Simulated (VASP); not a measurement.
# Cu3P2 (R-3m) in VASP: notebook

The runs below take Cu3P2 through single point, with PBE.

Program: VASP 6.6.1. These are calculated values, not measurements. Logs are shortened: lines on timing, memory, paths and dates and some standing lists are left out, and cuts for length are marked.

## (1) The cell of the first run

Symmetry: R-3m, No. 166, trigonal system. The conventional cell has a = 3.326 Å, b = 3.326 Å, c = 23.125 Å, α = 90.00°, β = 90.00°, γ = 120.00°. Cu (site symmetry -3m) has 6 P at 2.46 Å and 12 Cu at 3.33 to 3.45 Å within 3.5 Å. Within 3.1 Å of Cu (site symmetry 3m) lie 3 P at 2.33 Å and 3 Cu at 2.76 Å. Within 3.1 Å of P (site symmetry 3m) lie 6 Cu at 2.33 to 2.46 Å.

## (2) Single point, PBE

Input file INCAR:

```
  PREC = Accurate
  ENCUT = 520
  EDIFF = 1E-7
  ISMEAR = 0
  SIGMA = 0.1
  LREAL = False
  LASPH = True
  NELM = 80
  ALGO = Normal
  ISIF = 2
  LWAVE = False
  LCHARG = False
  GGA = PE
  NBANDS = 30
```

Input file KPOINTS:

```
regular mesh
0
Gamma
  6 6 6
```

Input file POSCAR:

```
Cu3P2
1.0
    1.6628716547      0.9600593974      7.7082536204
   -1.6628716547      0.9600593974      7.7082536204
    0.0000000000     -1.9201187949      7.7082536204
Cu P
3 2
Direct
    0.0000000000      0.0000000000      0.0000000000
    0.2095000000      0.2095000000      0.2095000000
    0.7905000000      0.7905000000      0.7905000000
    0.4000000000      0.4000000000      0.4000000000
    0.6000000000      0.6000000000      0.6000000000
```

Potentials or basis: VASP PAW PBE potentials, release 64 (Cu, P).

The run is started by

```console
$ cat potpaw_PBE.64/Cu/POTCAR potpaw_PBE.64/P/POTCAR > POTCAR
$ mpirun -np 1 vasp_std > vasp.out
```

OUTCAR:

```text
PREC = Accurate
   ENCUT = 520
   EDIFF = 1E-7
   ISMEAR = 0
   LREAL = False
   LASPH = True
   NELM = 80
   ISIF = 2
   GGA = PE

 ion  position               nearest neighbor table
   1  0.000  0.000  0.000-   5 2.46   4 2.46   5 2.46   5 2.46   4 2.46   4 2.46
   2  0.209  0.209  0.209-   5 2.33   5 2.33   5 2.33   3 2.76   3 2.76   3 2.76
   3  0.791  0.791  0.791-   4 2.33   4 2.33   4 2.33   2 2.76   2 2.76   2 2.76
   4  0.400  0.400  0.400-   3 2.33   3 2.33   3 2.33   1 2.46   1 2.46   1 2.46
   5  0.600  0.600  0.600-   2 2.33   2 2.33   2 2.33   1 2.46   1 2.46   1 2.46

  LATTYP: Found a trigonal (rhomboedric) cell.
 ALAT       =     7.9438045081
 COS(alpha) =     0.9123624232

  Lattice vectors:

 A1 = (   1.6628716547,   0.9600593974,   7.7082536204)
 A2 = (  -1.6628716547,   0.9600593974,   7.7082536204)
 A3 = (   0.0000000000,  -1.9201187949,   7.7082536204)

Analysis of symmetry for initial positions (statically):
=====================================================================
 Subroutine PRICEL returns:
 Original cell was already a primitive cell.

 Routine SETGRP: Setting up the symmetry group for a
 trigonal (rhombohedral) supercell.

 Subroutine GETGRP returns: Found 12 space group operations
 (whereof 12 operations were pure point group operations)
 out of a pool of 12 trial point group operations.

The static configuration has the point symmetry D_3d.

Analysis of symmetry for dynamics (positions and initial velocities):
=====================================================================
 Subroutine PRICEL returns:
 Original cell was already a primitive cell.

 Routine SETGRP: Setting up the symmetry group for a
 trigonal (rhombohedral) supercell.

 Subroutine GETGRP returns: Found 12 space group operations
 (whereof 12 operations were pure point group operations)
 out of a pool of 12 trial point group operations.

The dynamic configuration has the point symmetry D_3d.

 Subroutine INISYM returns: Found 12 space group operations
 (whereof 12 operations are pure point group operations),
 and found     1 'primitive' translations

----------------------------------------------------------------------------------------

                                     Primitive cell

  volume of cell :      73.8353

  direct lattice vectors                    reciprocal lattice vectors
     1.662871655  0.960059397  7.708253620     0.300684661  0.173600370  0.043243690
    -1.662871655  0.960059397  7.708253620    -0.300684661  0.173600370  0.043243690
     0.000000000 -1.920118795  7.708253620     0.000000000 -0.347200740  0.043243690

  length of vectors
     7.943804508  7.943804508  7.943804508     0.349883367  0.349883367  0.349883367

  position of ions in fractional coordinates (direct lattice)
     0.000000000  0.000000000  0.000000000
     0.209500000  0.209500000  0.209500000
     0.790500000  0.790500000  0.790500000
     0.400000000  0.400000000  0.400000000
     0.600000000  0.600000000  0.600000000

  ion indices of the primitive-cell ions
   primitive index   ion index
                 1           1
                 2           2
                 3           3
                 4           4
                 5           5

----------------------------------------------------------------------------------------

 KPOINTS: regular mesh

Automatic generation of k-mesh.
 Grid dimensions read from file:
 generate k-points for:    6    6    6

 Generating k-lattice:

  Cartesian coordinates                     Fractional coordinates (reciprocal lattice)
     0.050114110  0.028933395  0.007207282     0.166666667  0.000000000  0.000000000
    -0.050114110  0.028933395  0.007207282     0.000000000  0.166666667  0.000000000
     0.000000000 -0.057866790  0.007207282     0.000000000  0.000000000  0.166666667

  Length of vectors
     0.058313895  0.058313895  0.058313895

  Shift w.r.t. Gamma in fractional coordinates (k-lattice)
     0.000000000  0.000000000  0.000000000

 Subroutine IBZKPT returns following result:
 ===========================================

 Found     32 irreducible k-points:

 Following reciprocal coordinates:
            Coordinates               Weight
  0.000000  0.000000  0.000000      1.000000
  0.166667  0.000000  0.000000      6.000000
  0.333333  0.000000  0.000000      6.000000
  0.500000  0.000000  0.000000      3.000000
  0.166667  0.166667  0.000000      6.000000
  0.333333  0.166667  0.000000     12.000000
[... 16 lines left out ...]
  0.500000  0.500000  0.166667      6.000000
 -0.333333  0.500000  0.166667     12.000000
 [... further k-points ...]
   k-points           NKPTS =     32   k-points in BZ     NKDIM =     32   number of bands    NBANDS=     30
   number of dos      NEDOS =    301   number of ions     NIONS =      5
   total plane-waves  NPLWV = 216000
   dimension x,y,z NGX =    60 NGY =   60 NGZ =   60
   dimension x,y,z NGXF=   120 NGYF=  120 NGZF=  120
   ions per type =               3   2
   NGX,Y,Z   is equivalent  to a cutoff of  12.56, 12.56, 12.56 a.u.
   NGXF,Y,Z  is equivalent  to a cutoff of  25.11, 25.11, 25.11 a.u.
 SYSTEM =  unknown system
   PREC   = accura    normal or accurate (medium, high low for compatibility)
   ISTART =      0    job   : 0-new  1-cont  2-samecut
   ICHARG =      2    charge: 1-file 2-atom 10-const
   ISPIN  =      1    spin polarized calculation?
   LNONCOLLINEAR =      F non collinear calculations
   LSORBIT =      F    spin-orbit coupling
   LASPH  =      T    aspherical Exc in radial PAW
   ENCUT  =  520.0 eV  38.22 Ry    6.18 a.u.  14.77 14.77 14.77*2*pi/ulx,y,z
   NELM   =     80;   NELMIN=  2; NELMDL= -5     # of ELM steps
   EDIFF  = 0.1E-06   stopping-criterion for ELM
   LREAL  =      F    real-space projection
   EDIFFG = 0.1E-05   stopping-criterion for IOM
   NSW    =      0    number of steps for IOM
   IBRION =     -1    ionic relax: 0-MD 1-quasi-New 2-CG
   NFREE  =      0    steps in history (QN), initial steepest desc. (CG)
   ISIF   =      2    stress and relaxation
   ISYM   =      2    0-nonsym 1-usesym 2-fastsym
   POTIM  = 0.5000    time-step for ionic-motion
   TEBEG  =    0.0;   TEEND  =   0.0 temperature during run
   PSTRESS=    0.0 pullay stress
   NELECT =      43.0000    total number of electrons
   NUPDOWN=      -1.0000    fix difference up-down
   EMIN   =  10.00;   EMAX   =-10.00  energy-range for DOS
   EFERMI =   0.00;   METHOD = LEGACY
   ISMEAR =     0;   SIGMA  =   0.10  broadening in eV -4-tet -1-fermi 0-gaus
   EFERMI_NEDOS =   21; number of points for ismear=-14 and -15
   IALGO  =     38    algorithm
   IMIX   =      4    mixing-type and parameters
     AMIX     =   0.40;   BMIX     =  1.00
     AMIX_MAG =   1.60;   BMIX_MAG =  1.00
  volume/ion in A,a.u.               =      14.77        99.65
  Fermi-wavevector in a.u.,A,eV,Ry     =   1.367129  2.583500 25.429871  1.869043
  Thomas-Fermi vector in A             =   2.493209
   LORBIT       =      0    0 simple, 1 ext, 2 COOP (PROOUT), +10 PAW based schemes
   GGA     = PE    functional components
   LHFCALC =     F    Hartree Fock is set to
   AEXX    =    0.0000 exact exchange contribution
   IVDW    =     0    specifies the selected vdW correction
   LEPSILON=     F    determine dielectric tensor
   LRPA    =     F    only Hartree local field effects (RPA)
 non-spin polarized calculation
 Gauss-broadening in eV      SIGMA  =   0.10
  energy-cutoff  :      520.00
  volume of cell :       73.84
 maximum number of plane-waves:      2004
   NGX = 29   NGY = 29   NGZ = 29

 number of electron      43.0000008 magnetization

 Free energy of the ion-electron system (eV)
  ---------------------------------------------------
  ext. energy  EPLUGINS =         0.00000000
  ---------------------------------------------------
  free energy    TOTEN  =       -20.57672664 eV

  energy without entropy =      -20.55578445  energy(sigma->0) =      -20.56625554

 E-fermi :   6.8160     XC(G=0): -11.3342

 val. band max:        6.8114894982   @ k =  -0.3333   0.1667  -0.0000
 cond. band min:       6.8414426425   @ k =   0.5000   0.3333   0.1667
 fundamental gap:      0.0299531443
 Fermi energy:         6.8159665576

 k-point     1 :       0.0000    0.0000    0.0000
  band No.  band energies     occupation
      1      -6.1286      2.00000
      2      -5.0088      2.00000
      3      -0.3324      2.00000
      4       2.5171      2.00000
      5       2.8630      2.00000
      6       2.8630      2.00000
[... 22 lines left out ...]
     29      15.3114      0.00000
     30      15.3114      0.00000

 k-point     2 :       0.1667    0.0000    0.0000
  band No.  band energies     occupation
      1      -5.7093      2.00000
      2      -4.6747      2.00000
      3       0.1592      2.00000
      4       2.5077      2.00000
      5       2.7080      2.00000
      6       2.8393      2.00000
[... 22 lines left out ...]
     29      15.2214      0.00000
     30      15.9422      0.00000

 k-point     3 :       0.3333    0.0000    0.0000
  band No.  band energies     occupation
      1      -4.5653      2.00000
      2      -3.8349      2.00000
      3       1.3058      2.00000
      4       1.5494      2.00000
      5       1.7619      2.00000
      6       2.5626      2.00000
[... 22 lines left out ...]
     29      14.6339      0.00000
     30      15.7343      0.00000

 k-point     4 :       0.5000    0.0000    0.0000
  band No.  band energies     occupation
      1      -3.5014      2.00000
      2      -3.3614      2.00000
      3       0.1182      2.00000
      4       1.0466      2.00000
      5       2.4108      2.00000
      6       2.4151      2.00000
[... 616 lines left out ...]
     29      14.3003      0.00000
     30      14.4016      0.00000

 k-point    23 :       0.5000    0.5000    0.1667
  band No.  band energies     occupation
      1      -4.5056      2.00000
      2      -3.9212      2.00000
      3       1.1202      2.00000
      4       1.5808      2.00000
      5       2.1124      2.00000
      6       2.5497      2.00000
[... 22 lines left out ...]
     29      13.7233      0.00000
     30      14.6629      0.00000

 k-point    24 :      -0.3333    0.5000    0.1667
  band No.  band energies     occupation
      1      -3.6455      2.00000
      2      -3.3495      2.00000
      3       0.7946      2.00000
      4       1.2404      2.00000
      5       2.3574      2.00000
      6       2.4788      2.00000
[... 22 lines left out ...]
     29      14.3905      0.00000
     30      14.6140      0.00000

 [... further k-points ...]
[... 5 lines left out ...]
  --------------------------------------------------------------------------------------
  -------------------------------------------------------------------------------------
  Total       -0.8140248     -0.8140248     -0.5521358      0.0000000      0.0000000      0.0000000
  in kB      -17.6638010    -17.6638010    -11.9809823      0.0000000      0.0000000      0.0000000
  external PRESSURE =     -15.7695281 kB  Pullay stress =       0.0000000 kB

 VOLUME and BASIS-vectors are now :
 -----------------------------------------------------------------------------
  energy-cutoff  :      520.00
  volume of cell :       73.84
      direct lattice vectors                 reciprocal lattice vectors
     1.662871655  0.960059397  7.708253620     0.300684661  0.173600370  0.043243690
    -1.662871655  0.960059397  7.708253620    -0.300684661  0.173600370  0.043243690
     0.000000000 -1.920118795  7.708253620     0.000000000 -0.347200740  0.043243690

 POSITION                                       TOTAL-FORCE (eV/Angst)
 -----------------------------------------------------------------------------------
      0.00000      0.00000      0.00000        -0.000000      0.000000      0.000000
      0.00000     -0.00000      4.84464         0.000000      0.000000     -0.384394
      0.00000     -0.00000     18.28012         0.000000     -0.000000      0.384394
      0.00000     -0.00000      9.24990         0.000000     -0.000000      0.163478
      0.00000     -0.00000     13.87486         0.000000      0.000000     -0.163478
 -----------------------------------------------------------------------------------
    total drift:                                0.000000      0.000000     -0.000000

  FREE ENERGIE OF THE ION-ELECTRON SYSTEM (eV)
  ---------------------------------------------------
  free  energy   TOTEN  =       -20.5767266362 eV

  energy  without entropy=      -20.5557844482  energy(sigma->0) =      -20.56625554
```

Run time: 6.1 min. Hardware: 1 thread of Intel Xeon Platinum 8259CL at 2.50GHz (Skylake/Cascade Lake), shared host; peak memory 0.49 GiB.

What came out:

```yaml
Free_energy: -20.5767 eV
Pressure: -1.6 GPa
Largest_force: 0.384 eV/Å
Band_gap_on_the_k_mesh: zero (an odd number of electrons rules out a gap without spin polarisation)
```

Forces in eV/Å, atoms in the order of the input:
```
Cu   0.000  0.000  0.000
Cu   0.000  0.000 -0.384
Cu   0.000  0.000  0.384
P    0.000  0.000  0.163
P    0.000  0.000 -0.163
```

Stress tensor (GPa, compression positive):
```
-1.77  0.00  0.00
 0.00 -1.77  0.00
 0.00  0.00 -1.20
```

Levels at points of the mesh, in eV from the Fermi level:
```tsv
k point	band 18	band 19	band 20	band 21	band 22	band 23	band 24	band 25
(0.00, 0.00, 0.00)	-2.76	-1.27	-0.66	2.06	2.06	2.51	2.51	6.49
(0.50, 0.00, 0.00)	-2.33	-2.21	-2.09	-1.04	0.07	0.94	1.57	3.21
(0.50, 0.50, 0.00)	-2.38	-2.28	-1.42	-0.75	-0.43	0.62	1.56	2.11
(0.50, 0.50, 0.50)	-2.78	-2.39	1.50	1.97	1.97	2.62	2.62	6.46
```

Caveat: the k points lie up to 0.37 Å⁻¹ apart, too coarse for converged energies and pressures of a metal.

## (3) Single point, PBE

This run uses another cell than the first one, of 14.58 Å³/atom.

Input file INCAR:

```
SYSTEM = Cu3P2
  ALGO = Normal
  EDIFF = 1E-6
  ENCUT = 520
  GGA = PE
  ISIF = 2
  ISMEAR = 0
  LASPH = .True.
  LCHARG = .False.
  LREAL = .False.
  LWAVE = .False.
  NBANDS = 30
  NELM = 100
  PREC = Accurate
  SIGMA = 0.1
```

Input file KPOINTS:

```
k-points
0
Gamma
  12 12 12
  0 0 0
```

Input file POSCAR:

```
Cu3P2
1.0
    1.9663447363      1.1352696628      5.4426816269
   -1.9663447363      1.1352696628      5.4426816269
    0.0000000000     -2.2705393257      5.4426816269
Cu P
3 2
Direct
    0.0000000000      0.0000000000      0.0000000000
    0.2614971273      0.2614971273      0.2614971273
    0.7385028727      0.7385028727      0.7385028727
    0.4318844665      0.4318844665      0.4318844665
    0.5681155335      0.5681155335      0.5681155335
```

Potentials or basis: VASP PAW PBE potentials, release 64 (Cu, P).

The run is started by

```console
$ cat potpaw_PBE.64/Cu/POTCAR potpaw_PBE.64/P/POTCAR > POTCAR
$ mpirun -np 1 vasp_std > vasp.out
```

Wall time 16 min (1 thread of Intel Xeon Platinum 8259CL at 2.50GHz (Skylake/Cascade Lake), shared host); peak memory 0.55 GiB.

The run converged. Its results:

```
Free energy            : -21.7603 eV
Pressure               : 0.2 GPa
Largest force          : 0.048 eV/Å
Band gap on the k mesh : zero (an odd number of electrons rules out a gap without spin polarisation)
```

Forces in eV/Å, atoms in the order of the input:
```
Cu   0.000  0.000  0.000
Cu   0.000  0.000 -0.011
Cu   0.000  0.000  0.011
P    0.000  0.000  0.048
P    0.000  0.000 -0.048
```

Stress tensor (GPa, compression positive):
```
 0.39  0.00  0.00
 0.00  0.39  0.00
 0.00  0.00 -0.28
```

Levels at points of the mesh, in eV from the Fermi level:
```
           k point  band 19  band 20  band 21  band 22  band 23  band 24  band 25  band 26
(0.00, 0.00, 0.00)    -0.12    -0.12     1.34     1.34     1.76     2.29     3.98     4.35
(0.50, 0.00, 0.00)    -2.26    -2.25    -1.78    -0.68     1.14     2.49     2.77     5.03
(0.50, 0.50, 0.00)    -2.36    -2.24    -0.86     0.09     0.72     1.62     4.75     4.97
(0.50, 0.50, 0.50)    -0.96    -0.04    -0.04     1.15     1.61     1.61     3.58     3.58
```
